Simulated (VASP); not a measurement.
# TiRh3 (Pm-3m) in VASP: a series of runs

TiRh3 is run at these levels: LDA; tasks: single point.

Everything below comes from runs of VASP 6.6.1. Logs are shortened: lines on timing, memory, paths and dates and some standing lists are left out, and cuts for length are marked.

**1. The cell of the first run**

Symmetry: Pm-3m, No. 221, cubic system. Conventional cell: a = 3.745 Å, b = 3.745 Å, c = 3.745 Å, α = 90.00°, β = 90.00°, γ = 90.00°. Within 3.5 Å of Ti (site symmetry m-3m) lie 12 Rh at 2.65 Å. Rh (site symmetry 4/mmm) has 4 Ti at 2.65 Å and 8 Rh at 2.65 Å within 3.5 Å.

**2. Single point, LDA**

The input, INCAR:

```
SYSTEM = TiRh3
PREC     = Accurate       ! precision mode
ENCUT    = 520            ! plane-wave cutoff, eV
EDIFF    = 1E-7           ! SCF threshold, eV
ISMEAR   = 1              ! smearing method
SIGMA    = 0.1            ! smearing width, eV
LREAL    = .False.        ! projectors in reciprocal space
LASPH    = .True.         ! aspherical terms in the spheres
NELM     = 80             ! most SCF steps
ALGO     = Normal         ! electronic algorithm
ISIF     = 2              ! what is computed and relaxed
LWAVE    = .False.        ! write WAVECAR
LCHARG   = .False.        ! write CHGCAR
NBANDS   = 36             ! bands
```

The input, KPOINTS:

```
regular mesh
0
Gamma
  12 12 12
  0 0 0
```

The input, POSCAR:

```
TiRh3
1.0
    3.7448996197      0.0000000000      0.0000000000
    0.0000000000      3.7448996197      0.0000000000
    0.0000000000      0.0000000000      3.7448996197
Ti Rh
1 3
Direct
    0.0000000000      0.0000000000      0.0000000000
    0.0000000000      0.5000000000      0.5000000000
    0.5000000000      0.0000000000      0.5000000000
    0.5000000000      0.5000000000      0.0000000000
```

Potentials or basis: VASP PAW LDA potentials, release 64 (Ti_sv, Rh_pv).

Started as:

```
$ cat potpaw_LDA.64/Ti_sv/POTCAR potpaw_LDA.64/Rh_pv/POTCAR > POTCAR
$ mpirun -np 1 vasp_std > vasp.out
```

OUTCAR:

```text
SYSTEM = TiRh3
   PREC = Accurate
   ENCUT = 520
   EDIFF = 1E-7
   ISMEAR = 1
   LREAL = .False.
   LASPH = .True.
   NELM = 80
   ISIF = 2

 ion  position               nearest neighbor table
   1  0.000  0.000  0.000-   2 2.65   3 2.65   4 2.65   2 2.65   3 2.65   2 2.65   4 2.65   2 2.65
                             3 2.65   4 2.65   3 2.65   4 2.65
   2  0.000  0.500  0.500-   1 2.65   3 2.65   4 2.65   1 2.65   4 2.65   1 2.65   3 2.65   1 2.65
                             3 2.65   4 2.65   4 2.65   3 2.65
   3  0.500  0.000  0.500-   1 2.65   2 2.65   4 2.65   1 2.65   4 2.65   2 2.65   4 2.65   4 2.65
                             1 2.65   2 2.65   1 2.65   2 2.65
   4  0.500  0.500  0.000-   1 2.65   2 2.65   3 2.65   2 2.65   3 2.65   1 2.65   3 2.65   3 2.65
                             1 2.65   2 2.65   2 2.65   1 2.65

  LATTYP: Found a simple cubic cell.
 ALAT       =     3.7448996197

  Lattice vectors:

 A1 = (   3.7448996197,   0.0000000000,   0.0000000000)
 A2 = (   0.0000000000,   3.7448996197,   0.0000000000)
 A3 = (   0.0000000000,   0.0000000000,   3.7448996197)

Analysis of symmetry for initial positions (statically):
=====================================================================
 Subroutine PRICEL returns:
 Original cell was already a primitive cell.

 Routine SETGRP: Setting up the symmetry group for a
 simple cubic supercell.

 Subroutine GETGRP returns: Found 48 space group operations
 (whereof 48 operations were pure point group operations)
 out of a pool of 48 trial point group operations.

The static configuration has the point symmetry O_h .

Analysis of symmetry for dynamics (positions and initial velocities):
=====================================================================
 Subroutine PRICEL returns:
 Original cell was already a primitive cell.

 Routine SETGRP: Setting up the symmetry group for a
 simple cubic supercell.

 Subroutine GETGRP returns: Found 48 space group operations
 (whereof 48 operations were pure point group operations)
 out of a pool of 48 trial point group operations.

The dynamic configuration has the point symmetry O_h .

 Subroutine INISYM returns: Found 48 space group operations
 (whereof 48 operations are pure point group operations),
 and found     1 'primitive' translations

----------------------------------------------------------------------------------------

                                     Primitive cell

  volume of cell :      52.5195

  direct lattice vectors                    reciprocal lattice vectors
     3.744899620  0.000000000  0.000000000     0.267029854  0.000000000  0.000000000
     0.000000000  3.744899620  0.000000000     0.000000000  0.267029854  0.000000000
     0.000000000  0.000000000  3.744899620     0.000000000  0.000000000  0.267029854

  length of vectors
     3.744899620  3.744899620  3.744899620     0.267029854  0.267029854  0.267029854

  position of ions in fractional coordinates (direct lattice)
     0.000000000  0.000000000  0.000000000
     0.000000000  0.500000000  0.500000000
     0.500000000  0.000000000  0.500000000
     0.500000000  0.500000000  0.000000000

  ion indices of the primitive-cell ions
   primitive index   ion index
                 1           1
                 2           2
                 3           3
                 4           4

----------------------------------------------------------------------------------------

 KPOINTS: regular mesh

Automatic generation of k-mesh.
 Grid dimensions read from file:
 generate k-points for:   12   12   12

 Generating k-lattice:

  Cartesian coordinates                     Fractional coordinates (reciprocal lattice)
     0.022252488  0.000000000  0.000000000     0.083333333  0.000000000  0.000000000
     0.000000000  0.022252488  0.000000000     0.000000000  0.083333333  0.000000000
     0.000000000  0.000000000  0.022252488     0.000000000  0.000000000  0.083333333

  Length of vectors
     0.022252488  0.022252488  0.022252488

  Shift w.r.t. Gamma in fractional coordinates (k-lattice)
     0.000000000  0.000000000  0.000000000

 Subroutine IBZKPT returns following result:
 ===========================================

 Found     84 irreducible k-points:

 Following reciprocal coordinates:
            Coordinates               Weight
  0.000000  0.000000  0.000000      1.000000
  0.083333  0.000000  0.000000      6.000000
  0.166667  0.000000  0.000000      6.000000
  0.250000  0.000000  0.000000      6.000000
  0.333333  0.000000  0.000000      6.000000
  0.416667  0.000000  0.000000      6.000000
[... 16 lines left out ...]
  0.333333  0.333333  0.000000     12.000000
  0.416667  0.333333  0.000000     24.000000
 [... further k-points ...]
   k-points           NKPTS =     84   k-points in BZ     NKDIM =     84   number of bands    NBANDS=     36
   number of dos      NEDOS =    301   number of ions     NIONS =      4
   total plane-waves  NPLWV =  21952
   dimension x,y,z NGX =    28 NGY =   28 NGZ =   28
   dimension x,y,z NGXF=    56 NGYF=   56 NGZF=   56
   ions per type =               1   3
   NGX,Y,Z   is equivalent  to a cutoff of  12.43, 12.43, 12.43 a.u.
   NGXF,Y,Z  is equivalent  to a cutoff of  24.86, 24.86, 24.86 a.u.
 SYSTEM =  TiRh3
   PREC   = accura    normal or accurate (medium, high low for compatibility)
   ISTART =      0    job   : 0-new  1-cont  2-samecut
   ICHARG =      2    charge: 1-file 2-atom 10-const
   ISPIN  =      1    spin polarized calculation?
   LNONCOLLINEAR =      F non collinear calculations
   LSORBIT =      F    spin-orbit coupling
   LASPH  =      T    aspherical Exc in radial PAW
   ENCUT  =  520.0 eV  38.22 Ry    6.18 a.u.   6.96  6.96  6.96*2*pi/ulx,y,z
   NELM   =     80;   NELMIN=  2; NELMDL= -5     # of ELM steps
   EDIFF  = 0.1E-06   stopping-criterion for ELM
   LREAL  =      F    real-space projection
   EDIFFG = 0.1E-05   stopping-criterion for IOM
   NSW    =      0    number of steps for IOM
   IBRION =     -1    ionic relax: 0-MD 1-quasi-New 2-CG
   NFREE  =      0    steps in history (QN), initial steepest desc. (CG)
   ISIF   =      2    stress and relaxation
   ISYM   =      2    0-nonsym 1-usesym 2-fastsym
   POTIM  = 0.5000    time-step for ionic-motion
   TEBEG  =    0.0;   TEEND  =   0.0 temperature during run
   PSTRESS=    0.0 pullay stress
   NELECT =      57.0000    total number of electrons
   NUPDOWN=      -1.0000    fix difference up-down
   EMIN   =  10.00;   EMAX   =-10.00  energy-range for DOS
   EFERMI =   0.00;   METHOD = LEGACY
   ISMEAR =     1;   SIGMA  =   0.10  broadening in eV -4-tet -1-fermi 0-gaus
   EFERMI_NEDOS =   21; number of points for ismear=-14 and -15
   IALGO  =     38    algorithm
   IMIX   =      4    mixing-type and parameters
     AMIX     =   0.40;   BMIX     =  1.00
     AMIX_MAG =   1.60;   BMIX_MAG =  1.00
  volume/ion in A,a.u.               =      13.13        88.60
  Fermi-wavevector in a.u.,A,eV,Ry     =   1.682388  3.179253 38.510349  2.830431
  Thomas-Fermi vector in A             =   2.765776
   LORBIT       =      0    0 simple, 1 ext, 2 COOP (PROOUT), +10 PAW based schemes
   GGA     = CA    functional components
   LHFCALC =     F    Hartree Fock is set to
   AEXX    =    0.0000 exact exchange contribution
   IVDW    =     0    specifies the selected vdW correction
   LEPSILON=     F    determine dielectric tensor
   LRPA    =     F    only Hartree local field effects (RPA)
 non-spin polarized calculation
 Methfessel and Paxton  Order N= 1 SIGMA  =   0.10
  energy-cutoff  :      520.00
  volume of cell :       52.52
 maximum number of plane-waves:      1434
 NGX is ok and might be reduce to    28
   NGX = 13   NGY = 13   NGZ = 13

 number of electron      56.9999987 magnetization

 Free energy of the ion-electron system (eV)
  ---------------------------------------------------
  ext. energy  EPLUGINS =         0.00000000
  ---------------------------------------------------
  free energy    TOTEN  =       -37.17978607 eV

  energy without entropy =      -37.18042669  energy(sigma->0) =      -37.17999961

 E-fermi :  12.0368     XC(G=0): -14.2854

 val. band max:       12.0333020825   @ k =   0.4167   0.3333   0.0833
 cond. band min:      12.0422009460   @ k =   0.1667   0.0833   0.0000
 fundamental gap:      0.0088988635
 Fermi energy:        12.0367715211

 k-point     1 :       0.0000    0.0000    0.0000
  band No.  band energies     occupation
      1     -44.0736      2.00000
      2     -34.4703      2.00000
      3     -34.4703      2.00000
      4     -34.4703      2.00000
      5     -34.1114      2.00000
      6     -34.1114      2.00000
[... 28 lines left out ...]
     35      15.8618      0.00000
     36      15.8618      0.00000

 k-point     2 :       0.0833    0.0000    0.0000
  band No.  band energies     occupation
      1     -44.0737      2.00000
      2     -34.4645      2.00000
      3     -34.4645      2.00000
      4     -34.4607      2.00000
      5     -34.1132      2.00000
      6     -34.1132      2.00000
[... 28 lines left out ...]
     35      15.6378      0.00000
     36      16.6867      0.00000

 k-point     3 :       0.1667    0.0000    0.0000
  band No.  band energies     occupation
      1     -44.0741      2.00000
      2     -34.4476      2.00000
      3     -34.4476      2.00000
      4     -34.4326      2.00000
      5     -34.1188      2.00000
      6     -34.1188      2.00000
[... 28 lines left out ...]
     35      15.6295      0.00000
     36      17.7995      0.00000

 k-point     4 :       0.2500    0.0000    0.0000
  band No.  band energies     occupation
      1     -44.0747      2.00000
      2     -34.4222      2.00000
      3     -34.4222      2.00000
      4     -34.3877      2.00000
      5     -34.1289      2.00000
      6     -34.1289      2.00000
[... 28 lines left out ...]
     35      15.6191      0.00000
     36      18.9928      0.00000

 k-point     5 :       0.3333    0.0000    0.0000
  band No.  band energies     occupation
      1     -44.0752      2.00000
      2     -34.3927      2.00000
      3     -34.3927      2.00000
      4     -34.3292      2.00000
      5     -34.1432      2.00000
      6     -34.1432      2.00000
[... 655 lines left out ...]
 k-point    22 :       0.5000    0.2500    0.0000
  band No.  band energies     occupation
      1     -44.0751      2.00000
      2     -34.3787      2.00000
      3     -34.3466      2.00000
      4     -34.2963      2.00000
      5     -34.1725      2.00000
      6     -34.1636      2.00000
[... 28 lines left out ...]
     35      14.5840      0.00000
     36      19.0993      0.00000

 k-point    23 :       0.3333    0.3333    0.0000
  band No.  band energies     occupation
      1     -44.0749      2.00000
      2     -34.4250      2.00000
      3     -34.3120      2.00000
      4     -34.3040      2.00000
      5     -34.2219      2.00000
      6     -34.1495      2.00000
[... 28 lines left out ...]
     35      15.9933      0.00000
     36      17.1300      0.00000

 k-point    24 :       0.4167    0.3333    0.0000
  band No.  band energies     occupation
      1     -44.0748      2.00000
      2     -34.4115      2.00000
      3     -34.3525      2.00000
      4     -34.2702      2.00000
      5     -34.1963      2.00000
      6     -34.1571      2.00000
[... 28 lines left out ...]
     35      15.5379      0.00000
     36      17.5312      0.00000

 [... further k-points ...]
[... 5 lines left out ...]
  --------------------------------------------------------------------------------------
  -------------------------------------------------------------------------------------
  Total        2.2227502      2.2227502      2.2227502      0.0000000     -0.0000000     -0.0000000
  in kB       67.8079623     67.8079623     67.8079623      0.0000000     -0.0000000     -0.0000000
  external PRESSURE =      67.8079623 kB  Pullay stress =       0.0000000 kB

 VOLUME and BASIS-vectors are now :
 -----------------------------------------------------------------------------
  energy-cutoff  :      520.00
  volume of cell :       52.52
      direct lattice vectors                 reciprocal lattice vectors
     3.744899620  0.000000000  0.000000000     0.267029854  0.000000000  0.000000000
     0.000000000  3.744899620  0.000000000     0.000000000  0.267029854  0.000000000
     0.000000000  0.000000000  3.744899620     0.000000000  0.000000000  0.267029854

 POSITION                                       TOTAL-FORCE (eV/Angst)
 -----------------------------------------------------------------------------------
      0.00000      0.00000      0.00000         0.000000      0.000000      0.000000
      0.00000      1.87245      1.87245         0.000000      0.000000      0.000000
      1.87245      0.00000      1.87245         0.000000      0.000000      0.000000
      1.87245      1.87245      0.00000         0.000000      0.000000      0.000000
 -----------------------------------------------------------------------------------
    total drift:                                0.000000      0.000000      0.000000

  FREE ENERGIE OF THE ION-ELECTRON SYSTEM (eV)
  ---------------------------------------------------
  free  energy   TOTEN  =       -37.1797860704 eV

  energy  without entropy=      -37.1804266884  energy(sigma->0) =      -37.17999961
```

Wall time 2.8 min (1 thread of Intel Xeon 8259CL, shared host); peak memory 0.24 GiB.

Results:

```yaml
Free_energy: -37.1798 eV
Pressure: 6.8 GPa
Band_gap_on_the_k_mesh: zero (an odd number of electrons rules out a gap without spin polarisation)
```

Caveat: the cell stands under pressure.

**3. Single point, LDA**

This run uses another cell than the first one, of 13.40 Å³/atom.

The input, INCAR:

```
SYSTEM = TiRh3
ALGO = Normal
EDIFF = 1E-7
ENCUT = 520
GGA = CA
ISIF = 2
ISMEAR = 1
LASPH = .TRUE.
LCHARG = .TRUE.
LELF = .TRUE.
LREAL = .FALSE.
LVHAR = .TRUE.
LWAVE = .FALSE.
NBANDS = 36
NELM = 80
PREC = Accurate
SIGMA = 0.1
```

The input, KPOINTS:

```
k-points
0
G
  12 12 12
  0 0 0
```

The input, POSCAR:

```
TiRh3
1.0
    3.7702037630      0.0000000000      0.0000000000
    0.0000000000      3.7702037630      0.0000000000
    0.0000000000      0.0000000000      3.7702037630
Ti Rh
1 3
Direct
    0.0000000000      0.0000000000      0.0000000000
    0.0000000000      0.5000000000      0.5000000000
    0.5000000000      0.0000000000      0.5000000000
    0.5000000000      0.5000000000      0.0000000000
```

Potentials or basis: VASP PAW LDA potentials, release 64 (Ti_sv, Rh_pv).

Started as:

```
$ cat potpaw_LDA.64/Ti_sv/POTCAR potpaw_LDA.64/Rh_pv/POTCAR > POTCAR
$ mpirun -np 1 vasp_std > vasp.out
```

It took 3.6 min on 1 thread of Intel Xeon 8259CL, shared host; peak memory 0.24 GiB.

Results (log left out):

```yaml
Free_energy: -37.2056 eV
Pressure: 0.8 GPa
Band_gap_on_the_k_mesh: zero (an odd number of electrons rules out a gap without spin polarisation)
```

Levels at points of the mesh, in eV from the Fermi level:
| k point | band 27 | band 28 | band 29 | band 30 | band 31 | band 32 |
| --- | --- | --- | --- | --- | --- | --- |
| (0.00, 0.00, 0.00) | 1.41 | 1.41 | 1.41 | 2.81 | 2.81 | 3.51 |
| (0.50, 0.00, 0.00) | -1.16 | -0.96 | 0.12 | 1.09 | 1.09 | 1.42 |
| (0.50, 0.50, 0.00) | -1.61 | -1.22 | -0.81 | -0.77 | 1.51 | 1.51 |
| (0.50, 0.50, 0.50) | 0.96 | 0.96 | 1.02 | 1.18 | 1.18 | 1.18 |

(Continued in part 2 of 2.)
